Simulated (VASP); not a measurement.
**Al15BN16 (a cell with a defect): single point with PBE**

The system is Al15BN16 (a cell with a defect).

```xyz
32
Lattice="6.2595 0.0000 0.0000 -3.1298 5.4209 0.0000 0.0000 0.0000 10.0348" Properties=species:S:1:pos:R:3 pbc="T T T"
Al    1.5369    0.9157    2.5495
Al    1.5506    0.9082    7.4700
Al   -0.0078    1.8065   10.0235
Al   -0.0027    3.5835    2.5526
Al   -1.6038    4.4945    5.0240
Al    0.0020    3.5924    7.4620
Al   -1.5610    4.5241   10.0354
Al    4.7186    0.9165    2.5518
Al    3.1196    1.8432    5.0307
Al    4.7072    0.9066    7.4699
Al    3.1268    1.7970   10.0345
Al    3.1249    3.6149    2.5097
Al    1.5710    4.5024    5.0288
Al    3.1273    3.6098    7.5443
Al    1.5507    4.5262   10.0340
B    -0.0004    1.7996    5.0703
N     1.3915    0.9986    4.5126
N     0.0112    1.8033    1.9052
N     1.5423    0.9189    9.4077
N     0.0150    1.7962    6.7181
N    -0.0340    3.4404    4.5064
N    -1.5414    4.5209    1.9495
N    -0.0163    3.6149    9.4025
N    -1.5589    4.5059    6.9288
N     4.8251    1.0178    4.5102
N     3.1394    1.7854    1.9490
N     4.6886    0.9181    9.4018
N     3.1420    1.8049    6.9301
N     3.1009    3.6247    4.4145
N     1.5600    4.5200    1.9416
N     3.1147    3.6239    9.4621
N     1.5840    4.5059    6.9266
```

```json
{
  "Program": "VASP 6.6.1",
  "Task": "single point",
  "Functional": "PBE",
  "Potentials or basis": "VASP PAW PBE potentials, release 64 (Al, B, N)",
  "Cutoff": "520 eV",
  "k mesh": "1 × 1 × 1, shifted",
  "Occupations": "gaussian, width 0.01 eV",
  "Spin": "collinear spin",
  "Fixed moment": "1 μB"
}
```

```json
{"Largest force": "0.037 eV/Å", "Net moment": "1.00 μB per cell", "Site moments": "Al +0.00, -0.00 (each value once); B -0.00; N +0.08, +0.06, +0.04, +0.03, +0.02 (each value once) μB", "Valence electrons inside the program's atomic spheres": "Al 0.79, 0.78, 0.80, 0.77 (each value once); B 1.60; N 3.73, 3.83, 3.81, 3.79, 3.85, 3.82 (each value once)"}
```

Forces in eV/Å, atoms in the order of the input:
```
Al   0.001 -0.008 -0.005
Al  -0.005 -0.005 -0.007
Al   0.005 -0.004  0.005
Al   0.000 -0.001  0.025
Al   0.014 -0.011  0.002
Al  -0.006  0.005  0.006
Al  -0.001  0.004  0.009
Al  -0.013 -0.005 -0.022
Al  -0.018 -0.011 -0.008
Al  -0.006  0.004  0.006
Al  -0.006 -0.004 -0.011
Al  -0.004 -0.008  0.005
Al  -0.009 -0.004 -0.004
Al   0.010  0.004 -0.007
Al   0.006 -0.004  0.009
B   -0.014 -0.002  0.016
N    0.017 -0.003 -0.017
N   -0.001  0.001  0.004
N    0.002  0.000  0.003
N    0.000 -0.002 -0.004
N    0.001  0.032 -0.019
N    0.000  0.003 -0.009
N   -0.001 -0.002 -0.002
N   -0.010 -0.003  0.009
N    0.013 -0.003 -0.005
N    0.008  0.006  0.010
N    0.000  0.000  0.002
N    0.007  0.002  0.008
N    0.004  0.013 -0.002
N    0.002  0.007  0.003
N   -0.002  0.002  0.000
N    0.002 -0.002 -0.002
```

It took 2.2 min on 1 thread of Intel(R) Xeon(R) 6975P-C (Granite Rapids), on a shared host, peak memory 0.56 GiB.

Caveat: the cell carries a net charge on a neutralising background, which shifts energy and pressure; the total moment is fixed, so each spin has its own Fermi level.
